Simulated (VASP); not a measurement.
Set up this calculation in VASP 6.6.1, as the native input.

- Task: single point
- Functional: r2SCAN
- Potentials or basis: VASP PAW PBE potentials, release 64 (K_sv, S)
- Cutoff: 550 eV
- k mesh: 6 × 6 × 6
- Occupations: gaussian, width 0.01 eV
- Spin: no spin polarisation
- Dipole correction: no
- Further INCAR settings: ALGO = Normal; EDIFF = 1e-06; NBANDS = 19

Crystal: K2S.

```
K S
1.0
     0.00000    3.70272    3.70272
     3.70272    0.00000    3.70272
     3.70272    3.70272    0.00000
K S
2 1
Direct
  0.25000 0.25000 0.25000
  0.75000 0.75000 0.75000
  0.00000 0.00000 0.00000
```

These files were run (other wordings do the same):

POSCAR

```
K2S
1.0
    0.0000000000      3.7027186909      3.7027186909
    3.7027186909      0.0000000000      3.7027186909
    3.7027186909      3.7027186909      0.0000000000
K S
2 1
Direct
    0.2500000000      0.2500000000      0.2500000000
    0.7500000000      0.7500000000      0.7500000000
    0.0000000000      0.0000000000      0.0000000000
```

INCAR.step1

```
SYSTEM = K2S
PREC = Accurate
ENCUT = 550
ISMEAR = 0
SIGMA = 0.01
LREAL = .False.
LASPH = .True.
NELM = 120
NBANDS = 19
GGA = PE
ALGO = Normal
EDIFF = 1E-5
LWAVE = .True.
LCHARG = .False.
GGA_COMPAT = .False.
```

INCAR.step2

```
SYSTEM = K2S
PREC = Accurate
ENCUT = 550
EDIFF = 1E-6
ISMEAR = 0
SIGMA = 0.01
LREAL = .False.
LASPH = .True.
NELM = 120
ALGO = Normal
ISIF = 2
LWAVE = .False.
LCHARG = .False.
METAGGA = R2SCAN
LMIXTAU = .True.
NBANDS = 19
ISTART = 1
GGA_COMPAT = .False.
```

KPOINTS

```
Automatic mesh
0
Gamma
  6 6 6
  0 0 0
```

Potentials or basis: VASP PAW PBE potentials, release 64 (K_sv, S).

Launch:

```console
$ cat potpaw_PBE.64/K_sv/POTCAR potpaw_PBE.64/S/POTCAR > POTCAR
$ cp INCAR.step1 INCAR
$ mpirun -np 1 vasp_std > vasp.out
$ cp INCAR.step2 INCAR
$ mpirun -np 1 vasp_std > vasp.out
```

It gave:

```json
{"Pressure": "0.0 GPa", "Band gap on the k mesh": "2.76 eV (least direct gap 2.95 eV)"}
```

Caveat: the PAW data sets were made with another functional, which shifts forces and pressure a little.

It took 61 s on 1 thread of Intel(R) Xeon(R) 6975P-C (Granite Rapids) (shared host), peak memory 0.26 GiB.
